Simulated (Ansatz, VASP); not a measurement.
Two plane-wave programs on HC4

```xyz
10
Lattice="4.9314 0.0000 0.0000 -2.4657 4.2707 0.0000 0.0000 0.0000 18.0000" Properties=species:S:1:pos:R:3 pbc="T T T"
C     0.0000    1.4236    4.0000
C    -1.2329    3.5589    4.0000
C     2.4657    1.4236    4.0000
C     1.2329    3.5589    4.0000
C     1.2329    0.7118    4.0000
C     0.0000    2.8471    4.0000
C     3.6986    0.7118    4.0000
C     2.4657    2.8471    4.0000
H     0.4289    0.7429    4.4500
H     0.8039    1.3924    4.4500
```

Alike in both runs: task single point; functional PBE; dispersion D3(BJ); k mesh 6 × 6 × 1; occupations gaussian, width 0.1 eV; no spin polarisation.

|  | VASP | Ansatz |
| --- | --- | --- |
| version | VASP 6.6.1 | Ansatz 0.2.0 |
| potentials or method | VASP PAW PBE potentials, release 64 (C, H), cutoff 520 eV | scalar-relativistic, plane waves, PAW |
| valence electrons in the cell | 34 | 34 |

VASP gave:

* gap on the k mesh at the Fermi level (eV): none
* rms of the force components (eV/Å): 9.029

Estimate Ansatz's values.

gap on the k mesh at the Fermi level (eV): none; rms of the force components (eV/Å): 8.903.

Atom by atom the forces differ by 0.131 eV/Å (rms over components). A gap of «none» marks a metal or a gap that the smearing closes. Ansatz's warnings: structure snapped to symmetry.
